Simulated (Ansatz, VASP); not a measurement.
## BeS in VASP and in Ansatz

Contents of POSCAR:

```
BeS
1.0
    0.0000000000      2.4343062282      2.4343062282
    2.3734485725      0.0000000000      2.4343062282
    2.3734485725      2.4343062282      0.0000000000
Be S
1 1
Direct
    0.0000000000      0.0000000000      0.0000000000
    0.2500000000      0.2500000000      0.2500000000
```

The input INCAR.step1:

```
ALGO = Normal
EDIFF = 1E-5
ENCUT = 520
GGA = PE
ISIF = 2
ISMEAR = 0
LASPH = T
LCHARG = F
LREAL = F
LWAVE = T
NBANDS = 11
NELM = 60
PREC = Accurate
SIGMA = 0.01
```

File INCAR.step2:

```
ALGO = Normal
EDIFF = 1E-7
ENCUT = 520
GGA = PE
HFSCREEN = 0.2079
ISIF = 2
ISMEAR = 0
ISTART = 1
LASPH = T
LCHARG = F
LHFCALC = T
LREAL = F
LWAVE = F
NBANDS = 11
NELM = 60
PREC = Accurate
PRECFOCK = Normal
SIGMA = 0.01
```

File KPOINTS:

```
k-points
0
Gamma
  6 6 6
```

Input for Ansatz:

```yaml
crystal:
  lattice:
    - [0.0, 2.4343062282, 2.4343062282]
    - [2.3734485725, 0.0, 2.4343062282]
    - [2.3734485725, 2.4343062282, 0.0]
  atoms:
    - { symbol: Be, position: [0.0, 0.0, 0.0] }
    - { symbol: S, position: [0.25, 0.25, 0.25] }
kpoints:
  mp_grid: { grid: [6, 6, 6] }
  band_path:
    path:
      - [0.0, 0.0, 0.0]
      - [-0.5, -0.5, 0.0]
      - [-0.375, -0.375, 0.25]
      - [-0.375, 0.0, 0.375]
      - [0.0, 0.0, 0.5]
      - [-0.5, -0.25, 0.25]
      - [-0.0375, 0.0, 0.0375]
    npoints: 1
hamiltonian:
  xc: hse06
scf:
  occupations: { method: fixed }
  n_extra_bands: 4
output:
  forces: true
  stress: true
  eigenvalues: true
```

Change from the starting cell: uniaxial_x strain -2.5%.

Alike in both runs: task single point; functional HSE06; k mesh 6 × 6 × 6; no spin polarisation.

```csv
,VASP,Ansatz
version,VASP 6.6.1,Ansatz 0.2.0
potentials or method,"VASP PAW PBE potentials, release 64 (Be, S)","plane waves, PAW"
plane-wave cutoff (eV),520,420
occupations,"gaussian, width 0.01 eV",fixed
valence electrons in the cell,8,8
```

```csv
,VASP,Ansatz,Ansatz less VASP
gap on the k mesh at the Fermi level (eV),3.79,3.80,+0.009
pressure (GPa),1.5,1.6,+0.15
"traceless stress, the component that is largest in VASP (GPa)",1.68,1.68,+0.001
```

Ansatz's warnings: stress exchange threshold loose, stress scf threshold loose.
